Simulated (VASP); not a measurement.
## Ag: relaxation of cell and atoms with PBE

Ag:

```
Ag
1.0
     0.00000    2.04275    2.04275
     2.04275    0.00000    2.04275
     2.04275    2.04275    0.00000
Ag
1
Direct
  0.00000 0.00000 0.00000
```

```json
{
  "Program": "VASP 6.6.1",
  "Task": "relaxation of cell and atoms",
  "Functional": "PBE",
  "Potentials or basis": "VASP PAW PBE potentials, release 64 (Ag)",
  "Cutoff": "600 eV",
  "k mesh": "18 × 18 × 18",
  "Occupations": "gaussian, width 0.1 eV",
  "Spin": "no spin polarisation",
  "Dipole correction": "no",
  "Further INCAR settings": "ALGO = Normal; EDIFF = 1e-07; IBRION = 2; EDIFFG = -0.005; NSW = 100; ISIF = 3"
}
```

```yaml
Relaxed_volume: 17.80 Å³/atom
Relaxed_cell: a = 2.931 Å, b = 2.931 Å, c = 2.931 Å, α = 60.00°, β = 60.00°, γ = 60.00°
Space_group_after_relaxing_to_0.05_Å: Fm-3m (No. 225)
Energy_gained_by_relaxing: 10.2 meV/atom
Ionic_steps: 3
Pressure_after_relaxing: 0.0 GPa
```

The path:
```csv
step,energy change (eV),largest force (eV/Å),pressure (GPa),volume (Å³)
1,0.0000,0.0000,4.54,17.05
2,-0.0069,0.0000,-2.18,18.27
3,-0.0102,0.0000,0.01,17.80
```

Final structure:
```xyz
1
Lattice="0.0000 2.0725 2.0725 2.0725 0.0000 2.0725 2.0725 2.0725 0.0000" Properties=species:S:1:pos:R:3 pbc="T T T"
Ag    0.0000    0.0000    0.0000
```

Levels at points of the mesh, in eV from the Fermi level:
| k point | band 3 | band 4 | band 5 | band 6 | band 7 | band 8 | band 9 |
| --- | --- | --- | --- | --- | --- | --- | --- |
| (0.00, 0.00, 0.00) | -4.62 | -4.62 | -3.67 | -3.67 | 15.96 | 19.28 | 19.28 |
| (0.50, 0.00, 0.00) | -4.64 | -2.93 | -2.93 | -0.25 | 3.40 | 15.18 | 17.46 |
| (0.50, 0.50, 0.00) | -2.96 | -2.74 | -2.74 | 1.68 | 6.44 | 10.48 | 10.48 |

Wall time 22 s on 1 thread of Intel(R) Xeon(R) 6975P-C (Granite Rapids), with other jobs on the host, peak memory 0.17 GiB.

PBE usually gives volumes a little too large and moduli too small. Zero-point motion and thermal expansion aren't in these numbers.
